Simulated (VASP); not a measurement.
The system is Os2W.

```
Os W
1.0
     0.00000    3.50371    3.50371
     3.50371    0.00000    3.50371
     3.50371    3.50371    0.00000
Os W
4 2
Direct
  0.62500 0.62500 0.62500
  0.12500 0.62500 0.62500
  0.62500 0.62500 0.12500
  0.62500 0.12500 0.62500
  0.00000 0.00000 0.00000
  0.25000 0.25000 0.25000
```

| Item | Value |
| --- | --- |
| Program | VASP 6.6.1 |
| Task | relaxation of cell and atoms |
| Functional | PBE |
| Potentials or basis | VASP PAW PBE potentials, release 64 (Os, W_sv) |
| Cutoff | 600 eV |
| k mesh | 4 × 4 × 4 |
| Occupations | gaussian, width 0.1 eV |
| Spin | no spin polarisation |

At the start: pressure 34.1 GPa; volume 14.34 Å³/atom.

**Question.** How do energy, volume and symmetry change on relaxing?

**Answer.** Over 5 steps the energy falls by 120.3 meV/atom and the volume is 15.56 Å³/atom (+8.5 %); space group Fd-3m (No. 227, to 0.05 Å).

The path:
```csv
step,energy change (eV),largest force (eV/Å),pressure (GPa),volume (Å³)
1,0.0000,0.0000,34.09,86.02
2,7.3219,0.0000,-50.70,129.86
3,-0.7042,0.0000,-4.39,94.59
4,-0.7213,0.0000,-0.54,93.50
5,-0.7215,0.0000,0.03,93.35
```

Final structure:
```yaml
crystal:
  lattice:
    - [0.00000, 3.60046, 3.60046]
    - [3.60046, 0.00000, 3.60046]
    - [3.60046, 3.60046, 0.00000]
  atoms:
    - { symbol: Os, position: [0.62500, 0.62500, 0.62500] }
    - { symbol: Os, position: [0.12500, 0.62500, 0.62500] }
    - { symbol: Os, position: [0.62500, 0.62500, 0.12500] }
    - { symbol: Os, position: [0.62500, 0.12500, 0.62500] }
    - { symbol: W, position: [0.00000, 0.00000, 0.00000] }
    - { symbol: W, position: [0.25000, 0.25000, 0.25000] }
```

Caveat: the k points lie up to 0.38 Å⁻¹ apart in the final cell.
